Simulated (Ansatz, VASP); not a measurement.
## One calculation of Ga2O3, two programs

The input INCAR:

```
ALGO = Normal
EDIFF = 1E-6
ENCUT = 600
GGA = PE
GGA_COMPAT = F
ISIF = 2
ISMEAR = 0
KPAR = 4
LASPH = T
LCHARG = F
LREAL = F
LWAVE = F
NBANDS = 55
NELM = 120
PREC = Accurate
SIGMA = 0.05
```

Contents of KPOINTS:

```
k-points
0
Gamma
  10 10 6
```

The input POSCAR:

```
Ga2O3
1.0
    6.0717448011     -1.5032126101      0.0114924410
    6.0717448011      1.5032126101      0.0114924410
   -1.3676553773      0.0000000000      5.7076941939
Ga O
4 6
Direct
    0.0899134338      0.0899134338      0.7947233214
    0.9100865662      0.9100865662      0.2052766786
    0.6585007298      0.6585007298      0.3141978958
    0.3414992702      0.3414992702      0.6858021042
    0.1634883771      0.1634883771      0.1092060624
    0.8365116229      0.8365116229      0.8907939376
    0.1737013129      0.1737013129      0.5643594349
    0.8262986871      0.8262986871      0.4356405651
    0.4960195696      0.4960195696      0.2566813611
    0.5039804304      0.5039804304      0.7433186389
```

Input for Ansatz:

```yaml
crystal:
  lattice:
    - [6.0717448011, -1.5032126101, 0.011492441]
    - [6.0717448011, 1.5032126101, 0.011492441]
    - [-1.3676553773, 0.0, 5.7076941939]
  atoms:
    - { symbol: Ga, position: [0.0899134338, 0.0899134338, 0.7947233214] }
    - { symbol: Ga, position: [0.9100865662, 0.9100865662, 0.2052766786] }
    - { symbol: Ga, position: [0.6585007298, 0.6585007298, 0.3141978958] }
    - { symbol: Ga, position: [0.3414992702, 0.3414992702, 0.6858021042] }
    - { symbol: O, position: [0.1634883771, 0.1634883771, 0.1092060624] }
    - { symbol: O, position: [0.8365116229, 0.8365116229, 0.8907939376] }
    - { symbol: O, position: [0.1737013129, 0.1737013129, 0.5643594349] }
    - { symbol: O, position: [0.8262986871, 0.8262986871, 0.4356405651] }
    - { symbol: O, position: [0.4960195696, 0.4960195696, 0.2566813611] }
    - { symbol: O, position: [0.5039804304, 0.5039804304, 0.7433186389] }
basis:
  ecutwfc: 420
kpoints:
  mp_grid: { grid: [10, 10, 6] }
hamiltonian:
  xc: pbe
scf:
  occupations: { method: gaussian, width: 0.05 }
output:
  forces: true
  stress: true
  eigenvalues: true
```

Change from the starting cell: strain -0.025 along x and y, +0.000 along z, atoms carried along.

Alike in both runs: task single point; functional PBE; k mesh 10 × 10 × 6; occupations gaussian, width 0.05 eV; no spin polarisation.

|  | VASP | Ansatz |
| --- | --- | --- |
| version | VASP 6.6.1 | Ansatz 0.2.0 |
| potentials or method | VASP PAW PBE potentials, release 64 (Ga_d, O), cutoff 600 eV | scalar-relativistic, plane waves, PAW |
| valence electrons in the cell | 88 | 88 |

```csv
,VASP,Ansatz,Ansatz less VASP
gap on the k mesh at the Fermi level (eV),2.43,2.44,+0.015
least direct gap on the mesh (eV),2.55,2.56,+0.013
pressure (GPa),10.7,10.4,-0.28
"traceless stress, the component that is largest in VASP (GPa)",-5.82,-5.81,+0.006
rms of the force components (eV/Å),0.224,0.223,-0.0012
```

Atom by atom the forces differ by 0.010 eV/Å (rms over components).
